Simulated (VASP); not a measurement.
Here is a VASP 6.6.1 calculation.

Contents of POSCAR:

```
C
1.0
    0.0000000000      1.7615716731      1.7615716731
    1.7615716731      0.0000000000      1.7615716731
    1.7615716731      1.7615716731      0.0000000000
C
2
Direct
    0.5000000000      0.5000000000      0.5000000000
    0.7500000000      0.7500000000      0.7500000000
```

File INCAR.step1:

```
SYSTEM = C
PREC = Accurate
ENCUT = 1430
ISMEAR = 0
SIGMA = 0.01
LREAL = .False.
LASPH = .True.
NELM = 120
NBANDS = 11
GGA = PE
ALGO = Normal
EDIFF = 1E-5
LWAVE = .True.
LCHARG = .False.
GGA_COMPAT = .False.
```

INCAR.step2

```
SYSTEM = C
PREC = Accurate
ENCUT = 1430
EDIFF = 1E-6
ISMEAR = 0
SIGMA = 0.01
LREAL = .False.
LASPH = .True.
NELM = 120
ALGO = Normal
ISIF = 2
LWAVE = .False.
LCHARG = .True.
METAGGA = R2SCAN
LMIXTAU = .True.
LELF = .True.
LVHAR = .True.
NBANDS = 11
ISTART = 1
GGA_COMPAT = .False.
```

KPOINTS

```
Automatic mesh
0
Gamma
  12 12 12
  0 0 0
```

Potentials or basis: VASP PAW PBE potentials, release 64 (C_h).

Command:

```sh
$ cat potpaw_PBE.64/C_h/POTCAR > POTCAR
$ cp INCAR.step1 INCAR
$ mpirun -np 1 vasp_std > vasp.out
$ cp INCAR.step2 INCAR
$ mpirun -np 1 vasp_std > vasp.out
```

Task: What does it give for the pressure?

Result: 14.4 GPa.

Task: Predict the band gap on the k mesh.

Result: 4.46 eV (least direct gap 5.98 eV).

Caveat: the cell stands under pressure; the PAW data sets were made with another functional, which shifts forces and pressure a little. A k mesh can miss the band edges.
